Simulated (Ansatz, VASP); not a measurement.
## KF in VASP and in Ansatz

```
CELL_PARAMETERS angstrom
2.71758 0.00000 0.00000
0.00000 2.71758 0.00000
0.00000 0.00000 2.71758
ATOMIC_POSITIONS crystal
K 0.00000 0.00000 0.00000
F 0.50000 0.50000 0.50000
```

Change from the starting cell: volume scaled by 0.58, LAPW.

Alike in both runs: task single point; functional PBE; k mesh 14 × 14 × 14; occupations fermi-dirac, width 0.05 eV; no spin polarisation.

|  | VASP | Ansatz |
| --- | --- | --- |
| version | VASP 6.6.1 | Ansatz 0.2.0 |
| potentials or method | VASP PAW PBE potentials, release 64 (K_sv, F), cutoff 520 eV | all-electron LAPW, scalar-relativistic |

Ansatz gave:

| Quantity | Value |
| --- | --- |
| gap on the k mesh at the Fermi level (eV) | 8.17 |
| pressure (GPa) | 67.6 |

Question: What did VASP give for the same quantities?

Answer: gap on the k mesh at the Fermi level (eV): 8.14; pressure (GPa): 70.1.

Both programs put the cell under a high pressure, so it lies far from rest at this level. Ansatz ran all-electron here, and VASP with PAW potentials.

Noted on VASP's run: the cell as given lies far from equilibrium.
